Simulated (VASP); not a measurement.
Ti2HC: single point with LDA

The system is Ti2HC.

```
Ti H C
1.0
     1.50809    0.87069    5.10194
    -1.50809    0.87069    5.10194
     0.00000   -1.74139    5.10194
Ti H C
2 1 1
Cartesian
  0.0000 0.0000 11.5269
  0.0000 0.0000 3.7789
  0.0000 0.0000 0.0000
  0.0000 0.0000 7.6529
```

This cell differs from its parent crystal: functional LDA, strained.

| Item | Value |
| --- | --- |
| Program | VASP 6.6.1 |
| Task | single point |
| Functional | LDA |
| Potentials or basis | VASP PAW LDA potentials, release 64 (Ti_sv, H, C) |
| Cutoff | 520 eV |
| k mesh | 15 × 15 × 15 |
| Occupations | gaussian, width 0.1 eV |
| Spin | no spin polarisation |

```
Pressure      : -13.0 GPa
Largest force : 1.419 eV/Å
```

Forces on the atoms (eV/Å):
```
Ti   0.000  0.000  1.419
Ti   0.000  0.000 -1.419
H    0.000  0.000  0.000
C    0.000  0.000  0.000
```

Stress tensor (GPa, compression positive):
```
 -6.74   0.00   0.00
  0.00  -6.74   0.00
  0.00   0.00 -25.60
```

Levels at points of the mesh, in eV from the Fermi level:
```
           k point  band 12  band 13  band 14  band 15  band 16  band 17  band 18  band 19
(0.00, 0.00, 0.00)    -2.04    -2.04     0.41     0.69     0.69     1.81     1.81     2.71
```

It used 1500 s of CPU time on 1 thread of AMD EPYC 7R13 Processor (Zen 3), on a shared host.

Caveat: the cell differs from its parent crystal (functional LDA, strained); forces of over 1 eV/Å act on the atoms, so gaps and moduli don't describe the material at rest.
